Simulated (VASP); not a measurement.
# AlN (Fm-3m) in VASP: single point with LDA

Aim: the single point of AlN with LDA.

Program: VASP 6.6.1. These are calculated values, not measurements. Logs are shortened: lines on timing, memory, paths and dates and some standing lists are left out, and cuts for length are marked.

### Step 1. The cell of the first run

Symmetry: Fm-3m, No. 225, cubic system. Conventional cell: a = 4.069 Å, b = 4.069 Å, c = 4.069 Å, α = 90.00°, β = 90.00°, γ = 90.00°. Al (site symmetry m-3m) has 6 N at 2.03 Å within 2.7 Å. Within 2.7 Å of N (site symmetry m-3m) lie 6 Al at 2.03 Å.

### Step 2. Single point, LDA

INCAR

```
  PREC = Accurate
  ENCUT = 600
  EDIFF = 1E-6
  ISMEAR = 0
  SIGMA = 0.02
  LREAL = F
  LASPH = T
  NELM = 120
  ALGO = Normal
  ISIF = 2
  LWAVE = F
  LCHARG = T
  GGA = CA
  LELF = T
  LVHAR = T
  NBANDS = 11
  GGA_COMPAT = F
```

KPOINTS

```
Automatic mesh
0
Gamma
  10 10 10
```

POSCAR

```
AlN
1.0
    0.0000000000      2.0345180000      2.0345180000
    2.0345180000      0.0000000000      2.0345180000
    2.0345180000      2.0345180000      0.0000000000
Al N
1 1
Direct
    0.5000000000      0.5000000000      0.5000000000
    0.0000000000      0.0000000000      0.0000000000
```

Potentials or basis: VASP PAW LDA potentials, release 64 (Al, N).

Started as:

```sh
$ cat potpaw_LDA.64/Al/POTCAR potpaw_LDA.64/N/POTCAR > POTCAR
$ mpirun -np 1 vasp_std > vasp.out
```

OUTCAR:

```text
PREC = Accurate
   ENCUT = 600
   EDIFF = 1E-6
   ISMEAR = 0
   LREAL = F
   LASPH = T
   NELM = 120
   ISIF = 2
   GGA = CA

 ion  position               nearest neighbor table
   1  0.500  0.500  0.500-   2 2.03   2 2.03   2 2.03   2 2.03   2 2.03   2 2.03
   2  0.000  0.000  0.000-   1 2.03   1 2.03   1 2.03   1 2.03   1 2.03   1 2.03

  LATTYP: Found a face centered cubic cell.
 ALAT       =     4.0690360000

  Lattice vectors:

 A1 = (   0.0000000000,   2.0345180000,   2.0345180000)
 A2 = (   2.0345180000,   0.0000000000,   2.0345180000)
 A3 = (   2.0345180000,   2.0345180000,   0.0000000000)

Analysis of symmetry for initial positions (statically):
=====================================================================
 Subroutine PRICEL returns:
 Original cell was already a primitive cell.

 Routine SETGRP: Setting up the symmetry group for a
 face centered cubic supercell.

 Subroutine GETGRP returns: Found 48 space group operations
 (whereof 48 operations were pure point group operations)
 out of a pool of 48 trial point group operations.

The static configuration has the point symmetry O_h .

Analysis of symmetry for dynamics (positions and initial velocities):
=====================================================================
 Subroutine PRICEL returns:
 Original cell was already a primitive cell.

 Routine SETGRP: Setting up the symmetry group for a
 face centered cubic supercell.

 Subroutine GETGRP returns: Found 48 space group operations
 (whereof 48 operations were pure point group operations)
 out of a pool of 48 trial point group operations.

The dynamic configuration has the point symmetry O_h .

 Subroutine INISYM returns: Found 48 space group operations
 (whereof 48 operations are pure point group operations),
 and found     1 'primitive' translations

----------------------------------------------------------------------------------------

                                     Primitive cell

  volume of cell :      16.8428

  direct lattice vectors                    reciprocal lattice vectors
     0.000000000  2.034518000  2.034518000    -0.245758455  0.245758455  0.245758455
     2.034518000  0.000000000  2.034518000     0.245758455 -0.245758455  0.245758455
     2.034518000  2.034518000  0.000000000     0.245758455  0.245758455 -0.245758455

  length of vectors
     2.877242948  2.877242948  2.877242948     0.425666130  0.425666130  0.425666130

[... 87 lines left out ...]
   ISYM   =      2    0-nonsym 1-usesym 2-fastsym
   POTIM  = 0.5000    time-step for ionic-motion
   TEBEG  =    0.0;   TEEND  =   0.0 temperature during run
   PSTRESS=    0.0 pullay stress
   NELECT =       8.0000    total number of electrons
   NUPDOWN=      -1.0000    fix difference up-down
   EMIN   =  10.00;   EMAX   =-10.00  energy-range for DOS
   EFERMI =   0.00;   METHOD = LEGACY
   ISMEAR =     0;   SIGMA  =   0.02  broadening in eV -4-tet -1-fermi 0-gaus
   EFERMI_NEDOS =   21; number of points for ismear=-14 and -15
   IALGO  =     38    algorithm
   IMIX   =      4    mixing-type and parameters
     AMIX     =   0.40;   BMIX     =  1.00
     AMIX_MAG =   1.60;   BMIX_MAG =  1.00
  volume/ion in A,a.u.               =       8.42        56.83
  Fermi-wavevector in a.u.,A,eV,Ry     =   1.277321  2.413786 22.198561  1.631548
  Thomas-Fermi vector in A             =   2.409927
   LORBIT       =      0    0 simple, 1 ext, 2 COOP (PROOUT), +10 PAW based schemes
   GGA     = CA    functional components
   LHFCALC =     F    Hartree Fock is set to
   AEXX    =    0.0000 exact exchange contribution
   IVDW    =     0    specifies the selected vdW correction
   LEPSILON=     F    determine dielectric tensor
   LRPA    =     F    only Hartree local field effects (RPA)
 non-spin polarized calculation
 Gauss-broadening in eV      SIGMA  =   0.02
  energy-cutoff  :      600.00
  volume of cell :       16.84
 maximum number of plane-waves:       588
   NGX = 11   NGY = 11   NGZ = 11

 number of electron       8.0000000 magnetization

 Free energy of the ion-electron system (eV)
  ---------------------------------------------------
  ext. energy  EPLUGINS =         0.00000000
  ---------------------------------------------------
  free energy    TOTEN  =       -16.20919633 eV

  energy without entropy =      -16.20919633  energy(sigma->0) =      -16.20919633

 E-fermi :   9.6475     XC(G=0): -12.4849

 val. band max:        9.4649354345   @ k =   0.0000   0.0000   0.0000
 cond. band min:      13.7446322810   @ k =   0.5000   0.5000   0.0000
 fundamental gap:      4.2796968466
 Fermi energy:         9.6474545487

 k-point     1 :       0.0000    0.0000    0.0000
  band No.  band energies     occupation
      1      -7.7710      2.00000
      2       9.4649      2.00000
      3       9.4649      2.00000
      4       9.4649      2.00000
      5      14.9636      0.00000
      6      21.4290      0.00000
      7      21.4290      0.00000
      8      21.4290      0.00000
      9      26.6004      0.00000
     10      26.9596      0.00000
     11      26.9596      0.00000
[... 309 lines left out ...]
 k-point    24 :       0.4000    0.3000    0.0000
  band No.  band energies     occupation
      1      -4.7664      2.00000
      2       3.7123      2.00000
      3       6.7005      2.00000
      4       7.2134      2.00000
      5      15.3408      0.00000
      6      16.2240      0.00000
      7      21.3493      0.00000
      8      24.6162      0.00000
      9      25.3456      0.00000
     10      30.8921      0.00000
     11      33.6495      0.00000

 [... further k-points ...]

------------------------ aborting loop because EDIFF is reached ----------------------------------------

  FORCE on cell =-STRESS in cart. coord.  units (eV):
  Direction    XX          YY          ZZ          XY          YZ          ZX
  --------------------------------------------------------------------------------------
  -------------------------------------------------------------------------------------
  Total       -1.1095611     -1.1095611     -1.1095611     -0.0000000      0.0000000      0.0000000
  in kB     -105.5473197   -105.5473197   -105.5473197     -0.0000000      0.0000000      0.0000000
  external PRESSURE =    -105.5473197 kB  Pullay stress =       0.0000000 kB

 VOLUME and BASIS-vectors are now :
 -----------------------------------------------------------------------------
  energy-cutoff  :      600.00
  volume of cell :       16.84
      direct lattice vectors                 reciprocal lattice vectors
     0.000000000  2.034518000  2.034518000    -0.245758455  0.245758455  0.245758455
     2.034518000  0.000000000  2.034518000     0.245758455 -0.245758455  0.245758455
     2.034518000  2.034518000  0.000000000     0.245758455  0.245758455 -0.245758455

 POSITION                                       TOTAL-FORCE (eV/Angst)
 -----------------------------------------------------------------------------------
      2.03452      2.03452      2.03452         0.000000      0.000000     -0.000000
      0.00000      0.00000      0.00000        -0.000000     -0.000000      0.000000
 -----------------------------------------------------------------------------------
    total drift:                                0.000000     -0.000000     -0.000000

  FREE ENERGIE OF THE ION-ELECTRON SYSTEM (eV)
  ---------------------------------------------------
  free  energy   TOTEN  =       -16.2091963311 eV

  energy  without entropy=      -16.2091963311  energy(sigma->0) =      -16.20919633
```

OSZICAR:

```text
N       E                     dE             d eps       ncg     rms          rms(c)
DAV:   1     0.595678231742E+01    0.59568E+01   -0.44172E+03  1034   0.748E+02
DAV:   2    -0.175152367881E+02   -0.23472E+02   -0.22429E+02  1287   0.121E+02
DAV:   3    -0.180603594648E+02   -0.54512E+00   -0.54390E+00  1267   0.154E+01
DAV:   4    -0.180618097950E+02   -0.14503E-02   -0.14502E-02  1142   0.962E-01
DAV:   5    -0.180618171395E+02   -0.73444E-05   -0.73444E-05  1217   0.704E-02    0.758E+00
DAV:   6    -0.162636046355E+02    0.17982E+01   -0.83306E+00  1088   0.148E+01    0.268E+00
DAV:   7    -0.162291006416E+02    0.34504E-01   -0.11208E-01  1172   0.255E+00    0.168E+00
DAV:   8    -0.162093124736E+02    0.19788E-01   -0.15205E-02  1064   0.111E+00    0.250E-01
DAV:   9    -0.162091943249E+02    0.11815E-03   -0.63618E-04  1184   0.144E-01    0.145E-01
DAV:  10    -0.162091968238E+02   -0.24989E-05   -0.21211E-05  1123   0.355E-02    0.273E-02
DAV:  11    -0.162091963311E+02    0.49270E-06   -0.60527E-07   652   0.633E-03
   1 F= -.16209196E+02 E0= -.16209196E+02  d E =-.229143E-40
```

Wall time 12 s (1 thread of AMD EPYC 7R43 (Zen 3), shared host); peak memory 0.09 GiB.

What came out:

```yaml
Free_energy: -16.2092 eV
Pressure: -10.6 GPa
Band_gap_on_the_k_mesh: 4.28 eV (least direct gap 5.50 eV)
```

Levels at points of the mesh, in eV from the valence-band top:
| k point | band 1 | band 2 | band 3 | band 4 | band 5 | band 6 | band 7 | band 8 |
| --- | --- | --- | --- | --- | --- | --- | --- | --- |
| (0.00, 0.00, 0.00) | -17.24 | 0.00 | 0.00 | 0.00 | 5.50 | 11.96 | 11.96 | 11.96 |
| (0.50, 0.00, 0.00) | -13.97 | -8.23 | -1.05 | -1.05 | 6.01 | 10.65 | 10.65 | 12.83 |
| (0.50, 0.50, 0.00) | -12.99 | -7.29 | -2.76 | -2.76 | 4.28 | 5.23 | 13.66 | 16.69 |

Caveat: the cell stands under tension. A k mesh can miss the band edges.
